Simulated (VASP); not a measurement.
# CuAu3 (P4/mmm) in VASP: notebook

CuAu3 is run at these levels: LDA; tasks: single point.

Program: VASP 6.6.1. These are calculated values, not measurements. Logs are shortened: lines on timing, memory, paths and dates and some standing lists are left out, and cuts for length are marked.

## 1. The cell of the first run

It takes space group P4/mmm (No. 123, tetragonal). The conventional cell has a = 3.980 Å, b = 3.980 Å, c = 3.900 Å, α = 90.00°, β = 90.00°, γ = 90.00°. Cu (site symmetry 4/mmm) has 12 Au at 2.79 to 2.81 Å within 3.7 Å. Within 3.7 Å of Au (site symmetry mmm) lie 4 Cu at 2.79 Å and 8 Au at 2.79 to 2.81 Å. Within 3.7 Å of Au (site symmetry 4/mmm) lie 8 Au at 2.79 Å and 4 Cu at 2.81 Å.

## 2. Single point, LDA (zz strain of -2 %)

INCAR reads:

```
PREC     = Accurate       # precision mode
ENCUT    = 520            # plane-wave cutoff, eV
EDIFF    = 1E-6           # SCF threshold, eV
ISMEAR   = -1             # smearing method
SIGMA    = 0.05           # smearing width, eV
LREAL    = F              # projectors in reciprocal space
LASPH    = T              # aspherical terms in the spheres
NELM     = 80             # most SCF steps
ALGO     = Normal         # electronic algorithm
ISIF     = 2              # what is computed and relaxed
LWAVE    = F              # write WAVECAR
LCHARG   = F              # write CHGCAR
NBANDS   = 30             # bands
```

KPOINTS reads:

```
regular mesh
0
Gamma
  9 9 9
```

POSCAR reads:

```
CuAu3
1.0
    3.9800000000      0.0000000000      0.0000000000
    0.0000000000      3.9800000000      0.0000000000
    0.0000000000      0.0000000000      3.9004000000
Cu Au
1 3
Direct
    0.0000000000      0.0000000000      0.0000000000
    0.0000000000      0.5000000000      0.5000000000
    0.5000000000      0.0000000000      0.5000000000
    0.5000000000      0.5000000000      0.0000000000
```

Potentials or basis: VASP PAW LDA potentials, release 64 (Cu, Au).

Command:

```sh
$ cat potpaw_LDA.64/Cu/POTCAR potpaw_LDA.64/Au/POTCAR > POTCAR
$ mpirun -np 1 vasp_std > vasp.out
```

OUTCAR:

```text
PREC = Accurate
   ENCUT = 520
   EDIFF = 1E-6
   ISMEAR = -1
   LREAL = F
   LASPH = T
   NELM = 80
   ISIF = 2

 ion  position               nearest neighbor table
   1  0.000  0.000  0.000-   2 2.79   3 2.79   2 2.79   3 2.79   2 2.79   2 2.79   3 2.79   3 2.79
                             4 2.81   4 2.81   4 2.81   4 2.81
   2  0.000  0.500  0.500-   1 2.79   4 2.79   1 2.79   4 2.79   1 2.79   1 2.79   4 2.79   4 2.79
                             3 2.81   3 2.81   3 2.81   3 2.81
   3  0.500  0.000  0.500-   1 2.79   4 2.79   1 2.79   4 2.79   4 2.79   4 2.79   1 2.79   1 2.79
                             2 2.81   2 2.81   2 2.81   2 2.81
   4  0.500  0.500  0.000-   2 2.79   3 2.79   2 2.79   3 2.79   3 2.79   3 2.79   2 2.79   2 2.79
                             1 2.81   1 2.81   1 2.81   1 2.81

  LATTYP: Found a simple tetragonal cell.
 ALAT       =     3.9800000000
 C/A-ratio  =     0.9800000000

  Lattice vectors:

 A1 = (   3.9800000000,   0.0000000000,   0.0000000000)
 A2 = (   0.0000000000,   3.9800000000,   0.0000000000)
 A3 = (   0.0000000000,   0.0000000000,   3.9004000000)

Analysis of symmetry for initial positions (statically):
=====================================================================
 Subroutine PRICEL returns:
 Original cell was already a primitive cell.

 Routine SETGRP: Setting up the symmetry group for a
 simple tetragonal supercell.

 Subroutine GETGRP returns: Found 16 space group operations
 (whereof 16 operations were pure point group operations)
 out of a pool of 16 trial point group operations.

The static configuration has the point symmetry D_4h.

Analysis of symmetry for dynamics (positions and initial velocities):
=====================================================================
 Subroutine PRICEL returns:
 Original cell was already a primitive cell.

 Routine SETGRP: Setting up the symmetry group for a
 simple tetragonal supercell.

 Subroutine GETGRP returns: Found 16 space group operations
 (whereof 16 operations were pure point group operations)
 out of a pool of 16 trial point group operations.

The dynamic configuration has the point symmetry D_4h.

 Subroutine INISYM returns: Found 16 space group operations
 (whereof 16 operations are pure point group operations),
 and found     1 'primitive' translations

----------------------------------------------------------------------------------------

                                     Primitive cell

  volume of cell :      61.7839
[... 87 lines left out ...]
   ISPIN  =      1    spin polarized calculation?
   LNONCOLLINEAR =      F non collinear calculations
   LSORBIT =      F    spin-orbit coupling
   LASPH  =      T    aspherical Exc in radial PAW
   ENCUT  =  520.0 eV  38.22 Ry    6.18 a.u.   7.40  7.40  7.25*2*pi/ulx,y,z
   NELM   =     80;   NELMIN=  2; NELMDL= -5     # of ELM steps
   EDIFF  = 0.1E-05   stopping-criterion for ELM
   LREAL  =      F    real-space projection
   EDIFFG = 0.1E-04   stopping-criterion for IOM
   NSW    =      0    number of steps for IOM
   IBRION =     -1    ionic relax: 0-MD 1-quasi-New 2-CG
   NFREE  =      0    steps in history (QN), initial steepest desc. (CG)
   ISIF   =      2    stress and relaxation
   ISYM   =      2    0-nonsym 1-usesym 2-fastsym
   POTIM  = 0.5000    time-step for ionic-motion
   TEBEG  =    0.0;   TEEND  =   0.0 temperature during run
   PSTRESS=    0.0 pullay stress
   NELECT =      44.0000    total number of electrons
   NUPDOWN=      -1.0000    fix difference up-down
   EMIN   =  10.00;   EMAX   =-10.00  energy-range for DOS
   EFERMI =   0.00;   METHOD = LEGACY
   ISMEAR =    -1;   SIGMA  =   0.05  broadening in eV -4-tet -1-fermi 0-gaus
   EFERMI_NEDOS =   21; number of points for ismear=-14 and -15
   IALGO  =     38    algorithm
   IMIX   =      4    mixing-type and parameters
     AMIX     =   0.40;   BMIX     =  1.00
     AMIX_MAG =   1.60;   BMIX_MAG =  1.00
  volume/ion in A,a.u.               =      15.45       104.23
  Fermi-wavevector in a.u.,A,eV,Ry     =   1.461955  2.762694 29.079895  2.137312
  Thomas-Fermi vector in A             =   2.578225
   LORBIT       =      0    0 simple, 1 ext, 2 COOP (PROOUT), +10 PAW based schemes
   GGA     = CA    functional components
   LHFCALC =     F    Hartree Fock is set to
   AEXX    =    0.0000 exact exchange contribution
   IVDW    =     0    specifies the selected vdW correction
   LEPSILON=     F    determine dielectric tensor
   LRPA    =     F    only Hartree local field effects (RPA)
 non-spin polarized calculation
  energy-cutoff  :      520.00
  volume of cell :       61.78
 maximum number of plane-waves:      1699
 NGX is ok and might be reduce to    30
   NGX = 15   NGY = 15   NGZ = 15

 number of electron      44.0000031 magnetization

 Free energy of the ion-electron system (eV)
  ---------------------------------------------------
  ext. energy  EPLUGINS =         0.00000000
  ---------------------------------------------------
  free energy    TOTEN  =       -18.13907631 eV

  energy without entropy =      -18.13072603  energy(sigma->0) =      -18.13490117

 E-fermi :   9.3632     XC(G=0): -13.1048

 val. band max:        9.3628821671   @ k =   0.3333   0.3333   0.0000
 cond. band min:       9.3703272888   @ k =   0.4444   0.1111   0.4444
 fundamental gap:      0.0074451218
 Fermi energy:         9.3632270465

 k-point     1 :       0.0000    0.0000    0.0000
  band No.  band energies     occupation
      1      -0.8344      2.00000
      2       1.6264      2.00000
      3       2.4620      2.00000
      4       2.4620      2.00000
      5       2.4918      2.00000
      6       2.5596      2.00000
[... 781 lines left out ...]
     29      19.6827      0.00000
     30      20.4743      0.00000

 [... further k-points ...]
[... 5 lines left out ...]
  --------------------------------------------------------------------------------------
  -------------------------------------------------------------------------------------
  Total       -0.7523957     -0.7523957     -0.4719261      0.0000000     -0.0000000      0.0000000
  in kB      -19.5110935    -19.5110935    -12.2379660      0.0000000     -0.0000000      0.0000000
  external PRESSURE =     -17.0867177 kB  Pullay stress =       0.0000000 kB

 VOLUME and BASIS-vectors are now :
 -----------------------------------------------------------------------------
  energy-cutoff  :      520.00
  volume of cell :       61.78
      direct lattice vectors                 reciprocal lattice vectors
     3.980000000  0.000000000  0.000000000     0.251256281  0.000000000  0.000000000
     0.000000000  3.980000000  0.000000000     0.000000000  0.251256281  0.000000000
     0.000000000  0.000000000  3.900400000     0.000000000  0.000000000  0.256383961

 POSITION                                       TOTAL-FORCE (eV/Angst)
 -----------------------------------------------------------------------------------
      0.00000      0.00000      0.00000         0.000000      0.000000      0.000000
      0.00000      1.99000      1.95020         0.000000      0.000000      0.000000
      1.99000      0.00000      1.95020         0.000000      0.000000      0.000000
      1.99000      1.99000      0.00000         0.000000      0.000000      0.000000
 -----------------------------------------------------------------------------------
    total drift:                                0.000000      0.000000     -0.000000

  FREE ENERGIE OF THE ION-ELECTRON SYSTEM (eV)
  ---------------------------------------------------
  free  energy   TOTEN  =       -18.1390763149 eV

  energy  without entropy=      -18.1307260336  energy(sigma->0) =      -18.13490117
```

OSZICAR:

```text
N       E                     dE             d eps       ncg     rms          rms(c)
DAV:   1     0.355855708928E+03    0.35586E+03   -0.21575E+04  4700   0.183E+03
DAV:   2     0.210061180056E+01   -0.35376E+03   -0.32943E+03  4764   0.394E+02
DAV:   3    -0.194306630761E+02   -0.21531E+02   -0.20715E+02  5148   0.101E+02
DAV:   4    -0.198430278595E+02   -0.41236E+00   -0.41174E+00  5124   0.128E+01
DAV:   5    -0.198556864991E+02   -0.12659E-01   -0.12658E-01  6090   0.243E+00    0.194E+01
DAV:   6    -0.185575271517E+02    0.12982E+01   -0.85737E+00  6302   0.580E+01    0.100E+01
DAV:   7    -0.185201704562E+02    0.37357E-01   -0.42922E+00  5440   0.908E+01    0.111E+01
DAV:   8    -0.181505861026E+02    0.36958E+00   -0.38628E+00  6212   0.285E+01    0.406E+00
DAV:   9    -0.181470262870E+02    0.35598E-02   -0.16227E-01  6208   0.106E+01    0.714E-01
DAV:  10    -0.181390087026E+02    0.80176E-02   -0.45249E-02  5620   0.544E+00    0.591E-02
DAV:  11    -0.181391694324E+02   -0.16073E-03   -0.18098E-03  6766   0.303E-01    0.799E-02
DAV:  12    -0.181390754584E+02    0.93974E-04   -0.38027E-04  6064   0.573E-01    0.142E-02
DAV:  13    -0.181390764324E+02   -0.97398E-06   -0.23431E-05  5826   0.353E-02    0.523E-03
DAV:  14    -0.181390763149E+02    0.11750E-06   -0.29742E-07  2922   0.126E-02
   1 F= -.18139076E+02 E0= -.18134901E+02  d E =-.835028E-02
```

It took 61 s on 1 thread of AMD EPYC 9R45 (Zen 5), shared host; peak memory 0.21 GiB.

What came out:

```
Free energy            : -18.1391 eV
Pressure               : -1.7 GPa
Band gap on the k mesh : zero (band 22 reaches 10.33 eV, above the bottom of band 23 at 8.77 eV)
```

Levels at points of the mesh, in eV from the Fermi level:
| k point | band 18 | band 19 | band 20 | band 21 | band 22 | band 23 | band 24 | band 25 | band 26 | band 27 |
| --- | --- | --- | --- | --- | --- | --- | --- | --- | --- | --- |
| (0.00, 0.00, 0.00) | -1.54 | -1.54 | -1.50 | -1.50 | 0.79 | 0.79 | 1.16 | 5.91 | 6.23 | 6.96 |

Caveat: the cell differs from its parent crystal (zz strain of -2 %); spin-orbit coupling is left out, which moves the levels of the heavy elements.

## 3. Single point, LDA (zz strain of -1 %)

INCAR reads:

```
PREC = Accurate ; ENCUT = 520
EDIFF = 1E-6 ; ISMEAR = -1
SIGMA = 0.05 ; LREAL = False
LASPH = True ; NELM = 60
ALGO = Normal ; ISIF = 2
LWAVE = False ; LCHARG = False
NBANDS = 30
```

KPOINTS is that of step 2.

POSCAR, as its differences from that of step 2:

```diff
@@ -4,3 +4,3 @@
     0.0000000000      3.9800000000      0.0000000000
-    0.0000000000      0.0000000000      3.9004000000
+    0.0000000000      0.0000000000      3.9402000000
 Cu Au
```

Potentials or basis: VASP PAW LDA potentials, release 64 (Cu, Au).

Command:

```sh
$ cat potpaw_LDA.64/Cu/POTCAR potpaw_LDA.64/Au/POTCAR > POTCAR
$ mpirun -np 1 vasp_std > vasp.out
```

Wall time 62 s (1 thread of AMD EPYC 9R45 (Zen 5), shared host); peak memory 0.21 GiB.

It converged, with:

* Free energy: -18.1308 eV
* Pressure: -3.5 GPa
* Band gap on the k mesh: zero (band 22 reaches 10.20 eV, above the bottom of band 23 at 8.63 eV)

Stress tensor (GPa, compression positive):
```
-3.61  0.00  0.00
 0.00 -3.61  0.00
 0.00  0.00 -3.25
```

Levels at points of the mesh, in eV from the Fermi level:
| k point | band 20 | band 21 | band 22 | band 23 | band 24 | band 25 |
| --- | --- | --- | --- | --- | --- | --- |
| (0.00, 0.00, 0.00) | -1.51 | -1.51 | 0.89 | 0.89 | 1.07 | 5.93 |

Caveat: the cell differs from its parent crystal (zz strain of -1 %); spin-orbit coupling is left out, which moves the levels of the heavy elements.

## 4. Single point, LDA (zz strain of +1 %)

INCAR reads:

```
  PREC = Accurate
  ENCUT = 520
  EDIFF = 1E-6
  ISMEAR = -1
  SIGMA = 0.05
  LREAL = False
  LASPH = True
  NELM = 60
  ALGO = Normal
  ISIF = 2
  LWAVE = False
  LCHARG = False
  GGA = CA
  NBANDS = 30
```

KPOINTS reads:

```
Automatic mesh
0
Gamma
  9 9 9
```

POSCAR, as its differences from that of step 3:

```diff
@@ -4,3 +4,3 @@
     0.0000000000      3.9800000000      0.0000000000
-    0.0000000000      0.0000000000      3.9402000000
+    0.0000000000      0.0000000000      4.0198000000
 Cu Au
```

Command:

```sh
$ cat potpaw_LDA.64/Cu/POTCAR potpaw_LDA.64/Au/POTCAR > POTCAR
$ mpirun -np 1 vasp_std > vasp.out
```

Wall time 60 s (1 thread of AMD EPYC 9R45 (Zen 5), shared host); peak memory 0.21 GiB.

The run converged. Its results:

| Item | Value |
| --- | --- |
| Free energy | -18.0916 eV |
| Pressure | -6.7 GPa |
| Band gap on the k mesh | zero (band 22 reaches 9.87 eV, above the bottom of band 23 at 8.35 eV) |

Stress tensor (GPa, compression positive):
```
-6.62  0.00  0.00
 0.00 -6.62  0.00
 0.00  0.00 -6.99
```

Levels at points of the mesh, in eV from the Fermi level:
| k point | band 18 | band 19 | band 20 | band 21 | band 22 | band 23 | band 24 | band 25 | band 26 | band 27 |
| --- | --- | --- | --- | --- | --- | --- | --- | --- | --- | --- |
| (0.00, 0.00, 0.00) | -1.51 | -1.51 | -1.51 | -1.48 | 0.89 | 1.07 | 1.07 | 5.77 | 5.97 | 6.66 |

Caveat: the cell differs from its parent crystal (zz strain of +1 %); spin-orbit coupling is left out, which moves the levels of the heavy elements.

## 5. Overview

| cell | gap on the mesh (eV) | pressure (GPa) |
| --- | --- | --- |
| a = 3.980, b = 3.980, c = 3.900 Å, 4 atoms | none | -1.7 |
| a = 3.980, b = 3.980, c = 3.940 Å, 4 atoms | none | -3.5 |
| a = 3.980, b = 3.980, c = 4.020 Å, 4 atoms | none | -6.7 |

Alike in all rows: task single point; level LDA; potentials or basis VASP PAW LDA potentials, release 64 (Cu, Au); no spin polarisation; k mesh 9 × 9 × 9; cutoff (eV) 520; smearing fermi-dirac 0.05 eV.

Caveats: spin-orbit coupling is left out, which moves the levels of the heavy elements.

Total energies depend on the potentials used, so only differences within one code and one set of settings carry meaning.
